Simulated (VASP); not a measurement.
A run of VASP 6.6.1 is set up as follows.

Contents of INCAR:

```
PREC = Accurate ; ENCUT = 520
EDIFF = 1E-6 ; ISMEAR = 0
SIGMA = 0.15 ; LREAL = F
LASPH = T ; NELM = 60
ALGO = Normal ; ISIF = 2
LWAVE = F ; LCHARG = T
GGA = PS ; LELF = T
LVHAR = T ; NBANDS = 16
```

File KPOINTS:

```
Automatic mesh
0
Gamma
  18 18 16
```

File POSCAR:

```
WC
1.0
    2.9005014360      0.0000000000      0.0000000000
   -1.4502507180      2.5119079273      0.0000000000
    0.0000000000      0.0000000000      2.8290000000
W C
1 1
Direct
   -0.0895733468     -0.1791466937     -0.1590668081
    0.6666666667      0.3333333333      0.5000000000
```

Potentials or basis: VASP PAW PBE potentials, release 64 (W_sv, C).

The run is started by

```bash
$ cat potpaw_PBE.64/W_sv/POTCAR potpaw_PBE.64/C/POTCAR > POTCAR
$ mpirun -np 1 vasp_std > vasp.out
```

Question: Predict the pressure.

Answer: 102.6 GPa.

Question: What does it give for the largest force?

Answer: 22.379 eV/Å.

Forces in eV/Å, atoms in the order of the input:
```
W     0.000  17.037  14.511
C     0.000 -17.037 -14.511
```

Caveat: the cell differs from its parent crystal (atom 1 (W) moved by (-0.450, -0.450) A along y and z); atoms lie so close that the PAW spheres overlap strongly, which falsifies energies and pressures; the stress differs along the axes, from 9 to 173 GPa; the PAW data sets were made with another functional, which shifts forces and pressure a little.
